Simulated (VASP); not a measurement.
# Rh (Fm-3m) in VASP: density of states with LDA

Aim: the density of states of Rh with LDA.

Program: VASP 6.6.1. These are calculated values, not measurements. Logs are shortened: lines on timing, memory, paths and dates and some standing lists are left out, and cuts for length are marked.

## (1) The cell of the first run

The structure is cubic, space group Fm-3m (No. 225). Conventional cell: a = 3.830 Å, b = 3.830 Å, c = 3.830 Å, α = 90.00°, β = 90.00°, γ = 90.00°. Rh (site symmetry m-3m) has 12 Rh at 2.71 Å within 3.6 Å.

## (2) Density of states, LDA

Contents of POSCAR:

```
Rh
1.0
    0.0000000000      1.9149890286      1.9149890286
    1.9149890286      0.0000000000      1.9149890286
    1.9149890286      1.9149890286      0.0000000000
Rh
1
Direct
    0.0000000000      0.0000000000      0.0000000000
```

Contents of INCAR.step1:

```
SYSTEM = Rh
ALGO     = Normal         ! electronic algorithm
EDIFF    = 1E-7           ! SCF threshold, eV
ENCUT    = 520            ! plane-wave cutoff, eV
GGA      = CA             ! functional
ISIF     = 2              ! what is computed and relaxed
ISMEAR   = 0              ! smearing method
LASPH    = .True.         ! aspherical terms in the spheres
LCHARG   = .True.         ! write CHGCAR
LMAXMIX  = 4              ! l up to which the mixer works
LREAL    = .False.        ! projectors in reciprocal space
LWAVE    = .False.        ! write WAVECAR
NBANDS   = 14             ! bands
NELM     = 60             ! most SCF steps
PREC     = Accurate       ! precision mode
SIGMA    = 0.1            ! smearing width, eV
```

Contents of KPOINTS.step1:

```
k-points
0
Gamma
  18 18 18
  0 0 0
```

Contents of INCAR.step2:

```
SYSTEM = Rh
ALGO     = Normal         ! electronic algorithm
EDIFF    = 1E-7           ! SCF threshold, eV
ENCUT    = 520            ! plane-wave cutoff, eV
GGA      = CA             ! functional
ICHARG   = 11             ! starting density
ISIF     = 2              ! what is computed and relaxed
ISMEAR   = -5             ! smearing method
LASPH    = .True.         ! aspherical terms in the spheres
LCHARG   = .False.        ! write CHGCAR
LMAXMIX  = 4              ! l up to which the mixer works
LORBIT   = 11             ! projections on sites
LREAL    = .False.        ! projectors in reciprocal space
LWAVE    = .False.        ! write WAVECAR
NBANDS   = 14             ! bands
NEDOS    = 2001           ! points of the DOS
NELM     = 60             ! most SCF steps
PREC     = Accurate       ! precision mode
SIGMA    = 0.1            ! smearing width, eV
```

Contents of KPOINTS.step2:

```
k-points
0
Gamma
  27 27 27
  0 0 0
```

Potentials or basis: VASP PAW LDA potentials, release 64 (Rh_pv).

On the command line:

```console
cat potpaw_LDA.64/Rh_pv/POTCAR > POTCAR
cp INCAR.step1 INCAR
cp KPOINTS.step1 KPOINTS
mpirun -np 1 vasp_std > vasp.out
cp INCAR.step2 INCAR
cp KPOINTS.step2 KPOINTS
mpirun -np 1 vasp_std > vasp.out
```

OUTCAR:

```text
SYSTEM = Rh
   EDIFF = 1E-7
   ENCUT = 520
   GGA = CA
   ICHARG = 11
   ISIF = 2
   ISMEAR = -5
   LASPH = .True.
   LORBIT = 11
   LREAL = .False.
   NELM = 60
   PREC = Accurate

 ion  position               nearest neighbor table
   1  0.000  0.000  0.000-

  LATTYP: Found a face centered cubic cell.
 ALAT       =     3.8299780572

  Lattice vectors:

 A1 = (   0.0000000000,   1.9149890286,   1.9149890286)
 A2 = (   1.9149890286,   0.0000000000,   1.9149890286)
 A3 = (   1.9149890286,   1.9149890286,   0.0000000000)

Analysis of symmetry for initial positions (statically):
=====================================================================
 Subroutine PRICEL returns:
 Original cell was already a primitive cell.

 Routine SETGRP: Setting up the symmetry group for a
 face centered cubic supercell.

 Subroutine GETGRP returns: Found 48 space group operations
 (whereof 48 operations were pure point group operations)
 out of a pool of 48 trial point group operations.

The static configuration has the point symmetry O_h .

Analysis of symmetry for dynamics (positions and initial velocities):
=====================================================================
 Subroutine PRICEL returns:
 Original cell was already a primitive cell.

 Routine SETGRP: Setting up the symmetry group for a
 face centered cubic supercell.

 Subroutine GETGRP returns: Found 48 space group operations
 (whereof 48 operations were pure point group operations)
 out of a pool of 48 trial point group operations.

The dynamic configuration has the point symmetry O_h .

 Subroutine INISYM returns: Found 48 space group operations
 (whereof 48 operations are pure point group operations),
 and found     1 'primitive' translations

----------------------------------------------------------------------------------------

                                     Primitive cell

  volume of cell :      14.0452

  direct lattice vectors                    reciprocal lattice vectors
     0.000000000  1.914989029  1.914989029    -0.261098102  0.261098102  0.261098102
     1.914989029  0.000000000  1.914989029     0.261098102 -0.261098102  0.261098102
     1.914989029  1.914989029  0.000000000     0.261098102  0.261098102 -0.261098102

  length of vectors
     2.708203456  2.708203456  2.708203456     0.452235178  0.452235178  0.452235178

  position of ions in fractional coordinates (direct lattice)
     0.000000000  0.000000000  0.000000000

  ion indices of the primitive-cell ions
   primitive index   ion index
                 1           1

----------------------------------------------------------------------------------------

 KPOINTS: k-points

Automatic generation of k-mesh.
 Grid dimensions read from file:
 generate k-points for:   27   27   27

 Generating k-lattice:

  Cartesian coordinates                     Fractional coordinates (reciprocal lattice)
    -0.009670300  0.009670300  0.009670300     0.037037037  0.000000000  0.000000000
     0.009670300 -0.009670300  0.009670300     0.000000000  0.037037037  0.000000000
     0.009670300  0.009670300 -0.009670300     0.000000000  0.000000000  0.037037037

  Length of vectors
     0.016749451  0.016749451  0.016749451

  Shift w.r.t. Gamma in fractional coordinates (k-lattice)
     0.000000000  0.000000000  0.000000000

 TETIRR: Found   2653 inequivalent tetrahedra from   118098

 Subroutine IBZKPT returns following result:
 ===========================================

 Found    560 irreducible k-points:

 Following reciprocal coordinates:
            Coordinates               Weight
  0.000000  0.000000  0.000000      1.000000
  0.037037  0.000000  0.000000      8.000000
  0.074074  0.000000  0.000000      8.000000
  0.111111  0.000000  0.000000      8.000000
  0.148148  0.000000  0.000000      8.000000
  0.185185  0.000000  0.000000      8.000000
[... 16 lines left out ...]
  0.333333  0.037037  0.000000     24.000000
  0.370370  0.037037  0.000000     24.000000
 [... further k-points ...]
   k-points           NKPTS =    560   k-points in BZ     NKDIM =    560   number of bands    NBANDS=     14
   number of dos      NEDOS =   2001   number of ions     NIONS =      1
   total plane-waves  NPLWV =   8000
   dimension x,y,z NGX =    20 NGY =   20 NGZ =   20
   dimension x,y,z NGXF=    40 NGYF=   40 NGZF=   40
   ions per type =               1
   NGX,Y,Z   is equivalent  to a cutoff of  12.28, 12.28, 12.28 a.u.
   NGXF,Y,Z  is equivalent  to a cutoff of  24.55, 24.55, 24.55 a.u.
 SYSTEM =  Rh
   PREC   = accura    normal or accurate (medium, high low for compatibility)
   ISTART =      0    job   : 0-new  1-cont  2-samecut
   ICHARG =     11    charge: 1-file 2-atom 10-const
   ISPIN  =      1    spin polarized calculation?
   LNONCOLLINEAR =      F non collinear calculations
   LSORBIT =      F    spin-orbit coupling
   LASPH  =      T    aspherical Exc in radial PAW
   ENCUT  =  520.0 eV  38.22 Ry    6.18 a.u.   5.04  5.04  5.04*2*pi/ulx,y,z
   NELM   =     60;   NELMIN=  2; NELMDL=  0     # of ELM steps
   EDIFF  = 0.1E-06   stopping-criterion for ELM
   LREAL  =      F    real-space projection
   EDIFFG = 0.1E-05   stopping-criterion for IOM
   NSW    =      0    number of steps for IOM
   IBRION =     -1    ionic relax: 0-MD 1-quasi-New 2-CG
   NFREE  =      0    steps in history (QN), initial steepest desc. (CG)
   ISIF   =      2    stress and relaxation
   ISYM   =      2    0-nonsym 1-usesym 2-fastsym
   POTIM  = 0.5000    time-step for ionic-motion
   TEBEG  =    0.0;   TEEND  =   0.0 temperature during run
   PSTRESS=    0.0 pullay stress
   NELECT =      15.0000    total number of electrons
   NUPDOWN=      -1.0000    fix difference up-down
   EMIN   =  10.00;   EMAX   =-10.00  energy-range for DOS
   EFERMI =   0.00;   METHOD = LEGACY
   ISMEAR =    -5;   SIGMA  =   0.10  broadening in eV -4-tet -1-fermi 0-gaus
   EFERMI_NEDOS =   21; number of points for ismear=-14 and -15
   IALGO  =     38    algorithm
   IMIX   =      4    mixing-type and parameters
     AMIX     =   0.40;   BMIX     =  1.00
     AMIX_MAG =   1.60;   BMIX_MAG =  1.00
  volume/ion in A,a.u.               =      14.05        94.78
  Fermi-wavevector in a.u.,A,eV,Ry     =   1.673384  3.162237 38.099227  2.800214
  Thomas-Fermi vector in A             =   2.758365
   LORBIT       =     11    0 simple, 1 ext, 2 COOP (PROOUT), +10 PAW based schemes
   GGA     = CA    functional components
   LHFCALC =     F    Hartree Fock is set to
   AEXX    =    0.0000 exact exchange contribution
   IVDW    =     0    specifies the selected vdW correction
   LEPSILON=     F    determine dielectric tensor
   LRPA    =     F    only Hartree local field effects (RPA)
 non-spin polarized calculation
 Fermi weights with tetrahedron method with Bloechl corrections
  energy-cutoff  :      520.00
  volume of cell :       14.05
 maximum number of plane-waves:       388

 number of electron      15.0000003 magnetization

 Free energy of the ion-electron system (eV)
  ---------------------------------------------------
  ext. energy  EPLUGINS =         0.00000000
  ---------------------------------------------------
  free energy    TOTEN  =        -8.64336830 eV

  energy without entropy =       -8.64336830  energy(sigma->0) =       -8.64336830

 E-fermi :  11.3132     XC(G=0): -14.2171

 val. band max:       11.3655347357   @ k =   0.3704   0.3704   0.0000
 cond. band min:      11.2985194319   @ k =   0.3333   0.1111   0.0000
 fundamental gap:     -0.0670153038
 Fermi energy:        11.3132330977

 k-point     1 :       0.0000    0.0000    0.0000
  band No.  band energies     occupation
      1     -34.8179      2.00000
      2     -34.8179      2.00000
      3     -34.8179      2.00000
      4       3.4446      2.00000
      5       8.3043      2.00000
      6       8.3043      2.00000
      7       8.3043      2.00000
      8      10.3597      2.00000
      9      10.3597      2.00000
     10      27.2841      0.00000
     11      31.7111      0.00000
     12      32.5661      0.00000
     13      32.5661      0.00000
     14      32.5661      0.00000

 k-point     2 :       0.0370    0.0000    0.0000
  band No.  band energies     occupation
      1     -34.8276      2.00000
      2     -34.8192      2.00000
      3     -34.8192      2.00000
      4       3.4993      2.00000
      5       8.2799      2.00000
      6       8.3259      2.00000
      7       8.3259      2.00000
      8      10.3473      2.00000
      9      10.3473      2.00000
     10      27.3631      0.00000
     11      31.7098      0.00000
     12      32.2408      0.00000
     13      32.6449      0.00000
     14      32.6449      0.00000

 k-point     3 :       0.0741    0.0000    0.0000
  band No.  band energies     occupation
      1     -34.8560      2.00000
      2     -34.8231      2.00000
      3     -34.8231      2.00000
      4       3.6605      2.00000
      5       8.2120      2.00000
      6       8.3872      2.00000
      7       8.3872      2.00000
      8      10.3147      2.00000
      9      10.3147      2.00000
     10      27.5889      0.00000
     11      31.4425      0.00000
     12      31.7144      0.00000
     13      32.8779      0.00000
     14      32.8779      0.00000
[... 324 lines left out ...]
 k-point    23 :       0.3333    0.0370    0.0000
  band No.  band energies     occupation
      1     -35.3173      2.00000
      2     -34.8953      2.00000
      3     -34.8862      2.00000
      4       5.5056      2.00000
      5       8.4879      2.00000
      6       8.5715      2.00000
      7       8.9962      2.00000
      8      10.9603      2.02747
      9      11.1626      1.72324
     10      23.9331      0.00000
     11      28.1472      0.00000
     12      31.7108      0.00000
     13      33.8754      0.00000
     14      35.0868      0.00000

 k-point    24 :       0.3704    0.0370    0.0000
  band No.  band energies     occupation
      1     -35.3833      2.00000
      2     -34.9038      2.00000
      3     -34.8968      2.00000
      4       5.4927      2.00000
      5       8.3938      2.00000
      6       8.4826      2.00000
      7       9.6571      2.00000
      8      11.3338      1.12510
      9      11.4152      0.07495
     10      22.7043      0.00000
     11      27.7096      0.00000
     12      31.7109      0.00000
     13      33.2721      0.00000
     14      34.1638      0.00000

 [... further k-points ...]

------------------------ aborting loop because EDIFF is reached ----------------------------------------

  FORCE on cell =-STRESS in cart. coord.  units (eV):
  Direction    XX          YY          ZZ          XY          YZ          ZX
  --------------------------------------------------------------------------------------
  -------------------------------------------------------------------------------------
  Total       -1.3867157     -1.3867157     -1.3867157     -0.0000000     -0.0000000      0.0000000
  in kB     -158.1864013   -158.1864013   -158.1864013     -0.0000000     -0.0000000      0.0000000
  external PRESSURE =    -158.1864013 kB  Pullay stress =       0.0000000 kB

 VOLUME and BASIS-vectors are now :
 -----------------------------------------------------------------------------
  energy-cutoff  :      520.00
  volume of cell :       14.05
      direct lattice vectors                 reciprocal lattice vectors
     0.000000000  1.914989029  1.914989029    -0.261098102  0.261098102  0.261098102
     1.914989029  0.000000000  1.914989029     0.261098102 -0.261098102  0.261098102
     1.914989029  1.914989029  0.000000000     0.261098102  0.261098102 -0.261098102

 POSITION                                       TOTAL-FORCE (eV/Angst)
 -----------------------------------------------------------------------------------
      0.00000      0.00000      0.00000         0.000000      0.000000      0.000000
 -----------------------------------------------------------------------------------
    total drift:                                0.000000      0.000000      0.000000

  FREE ENERGIE OF THE ION-ELECTRON SYSTEM (eV)
  ---------------------------------------------------
  free  energy   TOTEN  =        -8.6433682951 eV

  energy  without entropy=       -8.6433682951  energy(sigma->0) =       -8.64336830

 total charge

# of ion       s       p       d       tot
------------------------------------------
    1        0.407   6.290   7.049  13.746
```

Wall time 30 s (1 thread of Intel Xeon 6975P-C (Granite Rapids), shared host); peak memory 0.21 GiB.

Results:

- Valence electrons inside the program's atomic spheres: Rh 13.75

Caveat: tetrahedron occupations give inexact forces and stress in metals.
